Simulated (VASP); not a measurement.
# NbIn2S3 (P6mm) in VASP: single point with PBE

Aim: the single point of NbIn2S3 with PBE.

Everything below comes from runs of VASP 6.6.1. Logs are shortened: lines on timing, memory, paths and dates and some standing lists are left out, and cuts for length are marked.

**1. The cell of the first run**

It takes space group P6mm (No. 183, hexagonal). Conventional cell: a = 6.027 Å, b = 6.027 Å, c = 4.452 Å, α = 90.00°, β = 90.00°, γ = 120.00°. Within 4.1 Å of Nb (site symmetry 6mm) lie 6 S at 3.14 Å and 6 In at 3.73 Å. Within 3.7 Å of In (site symmetry 3m) lie 6 S at 2.82 to 2.83 Å and 3 In at 3.48 Å. Within 3.7 Å of S (site symmetry 2mm) lie 4 In at 2.82 to 2.83 Å and 4 S at 3.01 Å and 2 Nb at 3.14 Å.

**2. Single point, PBE**

Input file INCAR:

```
ALGO     = Normal         # electronic algorithm
EDIFF    = 1E-6           # SCF threshold, eV
ENCUT    = 500            # plane-wave cutoff, eV
GGA      = PE             # functional
GGA_COMPAT= F            
ISIF     = 2              # what is computed and relaxed
ISMEAR   = 0              # smearing method
LASPH    = T              # aspherical terms in the spheres
LCHARG   = F              # write CHGCAR
LREAL    = F              # projectors in reciprocal space
LWAVE    = F              # write WAVECAR
NBANDS   = 38             # bands
NELM     = 120            # most SCF steps
PREC     = Accurate       # precision mode
SIGMA    = 0.1            # smearing width, eV
```

Input file KPOINTS:

```
k-points
0
Gamma
  3 3 4
```

Input file POSCAR:

```
NbIn2S3
1.0
    6.0273828200      0.0000000000      0.0000000000
   -3.0136914100      5.2198666400      0.0000000000
    0.0000000000      0.0000000000      4.4517141100
Nb In S
1 2 3
Direct
    0.0000000000      0.0000000000      0.1926302600
    0.6666666700      0.3333333300      0.4961477200
    0.3333333300      0.6666666700      0.4961477200
    0.0000000000      0.5000000000      0.9950230700
    0.5000000000      0.0000000000      0.9950230700
    0.5000000000      0.5000000000      0.9950230700
```

Potentials or basis: VASP PAW PBE potentials, release 64 (Nb_sv, In_d, S).

The run is started by

```sh
cat potpaw_PBE.64/Nb_sv/POTCAR potpaw_PBE.64/In_d/POTCAR potpaw_PBE.64/S/POTCAR > POTCAR
mpirun -np 1 vasp_std > vasp.out
```

OUTCAR:

```text
EDIFF = 1E-6
   ENCUT = 500
   GGA = PE
   ISIF = 2
   ISMEAR = 0
   LASPH = T
   LREAL = F
   NELM = 120
   PREC = Accurate

 ion  position               nearest neighbor table
   1  0.000  0.000  0.193-
   2  0.667  0.333  0.496-   5 2.82   4 2.82   6 2.82   5 2.83   4 2.83   6 2.83   3 3.48   3 3.48
                             3 3.48
   3  0.333  0.667  0.496-   5 2.82   4 2.82   6 2.82   5 2.83   4 2.83   6 2.83   2 3.48   2 3.48
                             2 3.48
   4  0.000  0.500  0.995-   2 2.82   3 2.82   2 2.83   3 2.83
   5  0.500  0.000  0.995-   2 2.82   3 2.82   2 2.83   3 2.83
   6  0.500  0.500  0.995-   2 2.82   3 2.82   2 2.83   3 2.83

  LATTYP: Found a hexagonal cell.
 ALAT       =     6.0273828200
 C/A-ratio  =     0.7385816105

  Lattice vectors:

 A1 = (   6.0273828200,   0.0000000000,   0.0000000000)
 A2 = (  -3.0136914100,   5.2198666400,   0.0000000000)
 A3 = (   0.0000000000,   0.0000000000,   4.4517141100)

Analysis of symmetry for initial positions (statically):
=====================================================================
 Subroutine PRICEL returns:
 Original cell was already a primitive cell.

 Routine SETGRP: Setting up the symmetry group for a
 hexagonal supercell.

 Subroutine GETGRP returns: Found 12 space group operations
 (whereof 12 operations were pure point group operations)
 out of a pool of 24 trial point group operations.

The static configuration has the point symmetry C_6v.

Analysis of symmetry for dynamics (positions and initial velocities):
=====================================================================
 Subroutine PRICEL returns:
 Original cell was already a primitive cell.

 Routine SETGRP: Setting up the symmetry group for a
 hexagonal supercell.

 Subroutine GETGRP returns: Found 12 space group operations
 (whereof 12 operations were pure point group operations)
 out of a pool of 24 trial point group operations.

The dynamic configuration has the point symmetry C_6v.

 Subroutine INISYM returns: Found 12 space group operations
 (whereof 12 operations are pure point group operations),
 and found     1 'primitive' translations

----------------------------------------------------------------------------------------

                                     Primitive cell

  volume of cell :     140.0604

  direct lattice vectors                    reciprocal lattice vectors
     6.027382820  0.000000000  0.000000000     0.165909488  0.095787888  0.000000000
    -3.013691410  5.219866640  0.000000000     0.000000000  0.191575776  0.000000000
     0.000000000  0.000000000  4.451714110     0.000000000  0.000000000  0.224632574

  length of vectors
     6.027382820  6.027382820  4.451714110     0.191575776  0.191575776  0.224632574

  position of ions in fractional coordinates (direct lattice)
     0.000000000  0.000000000  0.192630260
     0.666666670  0.333333330  0.496147720
     0.333333330  0.666666670  0.496147720
     0.000000000  0.500000000  0.995023070
     0.500000000  0.000000000  0.995023070
     0.500000000  0.500000000  0.995023070

  ion indices of the primitive-cell ions
   primitive index   ion index
                 1           1
                 2           2
                 3           3
                 4           4
                 5           5
                 6           6

----------------------------------------------------------------------------------------

 KPOINTS: k-points

Automatic generation of k-mesh.
 Grid dimensions read from file:
 generate k-points for:    3    3    4

 Generating k-lattice:

  Cartesian coordinates                     Fractional coordinates (reciprocal lattice)
     0.055303163  0.031929296  0.000000000     0.333333333 -0.000000000  0.000000000
     0.000000000  0.063858592  0.000000000     0.000000000  0.333333333  0.000000000
     0.000000000  0.000000000  0.056158144     0.000000000  0.000000000  0.250000000

  Length of vectors
     0.063858592  0.063858592  0.056158144

  Shift w.r.t. Gamma in fractional coordinates (k-lattice)
     0.000000000  0.000000000  0.000000000

 Subroutine IBZKPT returns following result:
 ===========================================

 Found      9 irreducible k-points:

 Following reciprocal coordinates:
            Coordinates               Weight
  0.000000  0.000000  0.000000      1.000000
  0.333333  0.000000  0.000000      6.000000
  0.333333  0.333333  0.000000      2.000000
  0.000000  0.000000  0.250000      2.000000
  0.333333  0.000000  0.250000     12.000000
  0.333333  0.333333  0.250000      4.000000
  0.000000  0.000000  0.500000      1.000000
  0.333333  0.000000  0.500000      6.000000
  0.333333  0.333333  0.500000      2.000000
   k-points           NKPTS =      9   k-points in BZ     NKDIM =      9   number of bands    NBANDS=     38
   number of dos      NEDOS =    301   number of ions     NIONS =      6
   total plane-waves  NPLWV =  73728
   dimension x,y,z NGX =    48 NGY =   48 NGZ =   32
   dimension x,y,z NGXF=    96 NGYF=   96 NGZF=   64
   ions per type =               1   2   3
   NGX,Y,Z   is equivalent  to a cutoff of  13.24, 13.24, 11.95 a.u.
   NGXF,Y,Z  is equivalent  to a cutoff of  26.48, 26.48, 23.90 a.u.
 SYSTEM =  unknown system
   PREC   = accura    normal or accurate (medium, high low for compatibility)
   ISTART =      0    job   : 0-new  1-cont  2-samecut
   ICHARG =      2    charge: 1-file 2-atom 10-const
   ISPIN  =      1    spin polarized calculation?
   LNONCOLLINEAR =      F non collinear calculations
   LSORBIT =      F    spin-orbit coupling
   LASPH  =      T    aspherical Exc in radial PAW
   ENCUT  =  500.0 eV  36.75 Ry    6.06 a.u.  10.99 10.99  8.12*2*pi/ulx,y,z
   NELM   =    120;   NELMIN=  2; NELMDL= -5     # of ELM steps
   EDIFF  = 0.1E-05   stopping-criterion for ELM
   LREAL  =      F    real-space projection
   EDIFFG = 0.1E-04   stopping-criterion for IOM
   NSW    =      0    number of steps for IOM
   IBRION =     -1    ionic relax: 0-MD 1-quasi-New 2-CG
   NFREE  =      0    steps in history (QN), initial steepest desc. (CG)
   ISIF   =      2    stress and relaxation
   ISYM   =      2    0-nonsym 1-usesym 2-fastsym
   POTIM  = 0.5000    time-step for ionic-motion
   TEBEG  =    0.0;   TEEND  =   0.0 temperature during run
   PSTRESS=    0.0 pullay stress
   NELECT =      57.0000    total number of electrons
   NUPDOWN=      -1.0000    fix difference up-down
   EMIN   =  10.00;   EMAX   =-10.00  energy-range for DOS
   EFERMI =   0.00;   METHOD = LEGACY
   ISMEAR =     0;   SIGMA  =   0.10  broadening in eV -4-tet -1-fermi 0-gaus
   EFERMI_NEDOS =   21; number of points for ismear=-14 and -15
   IALGO  =     38    algorithm
   IMIX   =      4    mixing-type and parameters
     AMIX     =   0.40;   BMIX     =  1.00
     AMIX_MAG =   1.60;   BMIX_MAG =  1.00
  volume/ion in A,a.u.               =      23.34       157.53
  Fermi-wavevector in a.u.,A,eV,Ry     =   1.213188  2.292592 20.025384  1.471824
  Thomas-Fermi vector in A             =   2.348648
   LORBIT       =      0    0 simple, 1 ext, 2 COOP (PROOUT), +10 PAW based schemes
   GGA     = PE    functional components
   LHFCALC =     F    Hartree Fock is set to
   AEXX    =    0.0000 exact exchange contribution
   IVDW    =     0    specifies the selected vdW correction
   LEPSILON=     F    determine dielectric tensor
   LRPA    =     F    only Hartree local field effects (RPA)
 non-spin polarized calculation
 Gauss-broadening in eV      SIGMA  =   0.10
  energy-cutoff  :      500.00
  volume of cell :      140.06
 maximum number of plane-waves:      3576
 NGX is ok and might be reduce to    48
   NGX = 21   NGY = 21   NGZ = 17

 number of electron      56.9999992 magnetization

 Free energy of the ion-electron system (eV)
  ---------------------------------------------------
  ext. energy  EPLUGINS =         0.00000000
  ---------------------------------------------------
  free energy    TOTEN  =       -23.10571239 eV

  energy without entropy =      -23.04969696  energy(sigma->0) =      -23.07770468

 E-fermi :   6.3330     XC(G=0): -10.0224

 val. band max:        6.3133772822   @ k =   0.3333   0.0000   0.0000
 cond. band min:       6.3616652453   @ k =   0.3333   0.0000   0.5000
 fundamental gap:      0.0482879630
 Fermi energy:         6.3330474124

 k-point     1 :       0.0000    0.0000    0.0000
  band No.  band energies     occupation
      1     -49.6489      2.00000
      2     -25.7726      2.00000
      3     -25.7726      2.00000
      4     -25.3800      2.00000
      5      -8.4871      2.00000
      6      -8.0473      2.00000
[... 30 lines left out ...]
     37       8.5538      0.00000
     38      11.3035      0.00000

 k-point     2 :       0.3333    0.0000    0.0000
  band No.  band energies     occupation
      1     -49.6489      2.00000
      2     -25.7729      2.00000
      3     -25.7727      2.00000
      4     -25.3799      2.00000
      5      -8.3226      2.00000
      6      -8.0763      2.00000
[... 30 lines left out ...]
     37       9.9713      0.00000
     38      11.6467      0.00000

 k-point     3 :       0.3333    0.3333    0.0000
  band No.  band energies     occupation
      1     -49.6489      2.00000
      2     -25.7729      2.00000
      3     -25.7729      2.00000
      4     -25.3799      2.00000
      5      -8.1510      2.00000
      6      -8.1510      2.00000
[... 30 lines left out ...]
     37      10.6361      0.00000
     38      11.6890      0.00000

 k-point     4 :       0.0000    0.0000    0.2500
  band No.  band energies     occupation
      1     -49.6488      2.00000
      2     -25.7724      2.00000
      3     -25.7724      2.00000
      4     -25.3829      2.00000
      5      -8.2773      2.00000
      6      -8.1472      2.00000
[... 30 lines left out ...]
     37       9.9432      0.00000
     38       9.9432      0.00000

 k-point     5 :       0.3333    0.0000    0.2500
  band No.  band energies     occupation
      1     -49.6488      2.00000
      2     -25.7727      2.00000
      3     -25.7725      2.00000
      4     -25.3829      2.00000
      5      -8.1974      2.00000
      6      -8.1554      2.00000
[... 30 lines left out ...]
     37      10.3068      0.00000
     38      11.0477      0.00000

 k-point     6 :       0.3333    0.3333    0.2500
  band No.  band energies     occupation
      1     -49.6488      2.00000
      2     -25.7727      2.00000
      3     -25.7727      2.00000
      4     -25.3829      2.00000
      5      -8.1669      2.00000
      6      -8.1449      2.00000
[... 30 lines left out ...]
     37      10.7694      0.00000
     38      12.1508      0.00000

 k-point     7 :       0.0000    0.0000    0.5000
  band No.  band energies     occupation
      1     -49.6487      2.00000
      2     -25.7722      2.00000
      3     -25.7722      2.00000
      4     -25.3859      2.00000
      5      -8.2339      2.00000
      6      -8.2339      2.00000
[... 30 lines left out ...]
     37       9.7354      0.00000
     38      11.1627      0.00000

 k-point     8 :       0.3333    0.0000    0.5000
  band No.  band energies     occupation
      1     -49.6487      2.00000
      2     -25.7725      2.00000
      3     -25.7723      2.00000
      4     -25.3858      2.00000
      5      -8.2421      2.00000
      6      -8.2189      2.00000
[... 30 lines left out ...]
     37      11.2741      0.00000
     38      11.3417      0.00000

 k-point     9 :       0.3333    0.3333    0.5000
  band No.  band energies     occupation
      1     -49.6487      2.00000
      2     -25.7725      2.00000
      3     -25.7725      2.00000
      4     -25.3858      2.00000
      5      -8.2559      2.00000
      6      -8.1672      2.00000
[... 30 lines left out ...]
     37      11.0720      0.00000
     38      11.7211      0.00000

------------------------ aborting loop because EDIFF is reached ----------------------------------------

  FORCE on cell =-STRESS in cart. coord.  units (eV):
  Direction    XX          YY          ZZ          XY          YZ          ZX
  --------------------------------------------------------------------------------------
  -------------------------------------------------------------------------------------
  Total       -4.0900013     -4.0900013     -0.8680002      0.0000000     -0.0000000      0.0000000
  in kB      -46.7862865    -46.7862865     -9.9292158      0.0000000     -0.0000000      0.0000000
  external PRESSURE =     -34.5005963 kB  Pullay stress =       0.0000000 kB

 VOLUME and BASIS-vectors are now :
 -----------------------------------------------------------------------------
  energy-cutoff  :      500.00
  volume of cell :      140.06
      direct lattice vectors                 reciprocal lattice vectors
     6.027382820  0.000000000  0.000000000     0.165909488  0.095787888  0.000000000
    -3.013691410  5.219866640  0.000000000     0.000000000  0.191575776  0.000000000
     0.000000000  0.000000000  4.451714110     0.000000000  0.000000000  0.224632574

 POSITION                                       TOTAL-FORCE (eV/Angst)
 -----------------------------------------------------------------------------------
      0.00000      0.00000      0.85753        -0.000000      0.000000     -1.342960
      3.01369      1.73996      2.20871         0.000000     -0.000000      0.160669
     -0.00000      3.47991      2.20871        -0.000000      0.000000      0.160669
     -1.50685      2.60993      4.42956        -0.000000      0.000000      0.340540
      3.01369      0.00000      4.42956        -0.000000      0.000000      0.340540
      1.50685      2.60993      4.42956        -0.000000      0.000000      0.340540
 -----------------------------------------------------------------------------------
    total drift:                                0.000000      0.000001      0.000938

  FREE ENERGIE OF THE ION-ELECTRON SYSTEM (eV)
  ---------------------------------------------------
  free  energy   TOTEN  =       -23.1057123938 eV

  energy  without entropy=      -23.0496969588  energy(sigma->0) =      -23.07770468
```

It took 33 s on 1 thread of Intel Xeon 6975P-C (Granite Rapids), shared host; peak memory 0.27 GiB.

What came out:

```yaml
Free_energy: -23.1057 eV
Pressure: -3.5 GPa
Largest_force: 1.343 eV/Å
```

Forces on the atoms (eV/Å):
```
Nb   0.000  0.000 -1.343
In   0.000  0.000  0.161
In   0.000  0.000  0.161
S    0.000  0.000  0.341
S    0.000  0.000  0.341
S    0.000  0.000  0.341
```

Caveat: the k points lie up to 0.40 Å⁻¹ apart; spin-orbit coupling is left out, which moves the levels of the heavy elements; forces of over 1 eV/Å act on the atoms, so gaps and moduli don't describe the material at rest.
